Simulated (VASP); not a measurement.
Here is a VASP 6.6.1 calculation.

File INCAR:

```
SYSTEM = Li
PREC = Accurate
ENCUT = 520
EDIFF = 1E-6
ISMEAR = -1
SIGMA = 0.05
LREAL = .FALSE.
LASPH = .TRUE.
NELM = 100
ALGO = Normal
ISIF = 2
LWAVE = .FALSE.
LCHARG = .TRUE.
GGA = PE
LELF = .TRUE.
LVHAR = .TRUE.
NBANDS = 14
```

File KPOINTS:

```
regular mesh
0
G
  10 10 6
  0 0 0
```

POSCAR

```
Li
1.0
    3.0886124771      0.0000000000      0.0000000000
   -1.5443062385      2.6748168676      0.0000000000
    0.0000000000      0.0000000000      9.7801752146
Li
4
Direct
    0.0000000000      0.0000000000      0.0000000000
    0.0000000000      0.0000000000      0.5000000000
    0.3333333333      0.6666666667      0.2500000000
    0.6666666667      0.3333333333      0.7500000000
```

Potentials or basis: VASP PAW PBE potentials, release 64 (Li_sv).

Run with:

```console
$ cat potpaw_PBE.64/Li_sv/POTCAR > POTCAR
$ mpirun -np 1 vasp_std > vasp.out
```

(1) Predict the band gap on the k mesh.

Results:

(1) zero (bands 6 and 7 overlap by 3.86 eV).
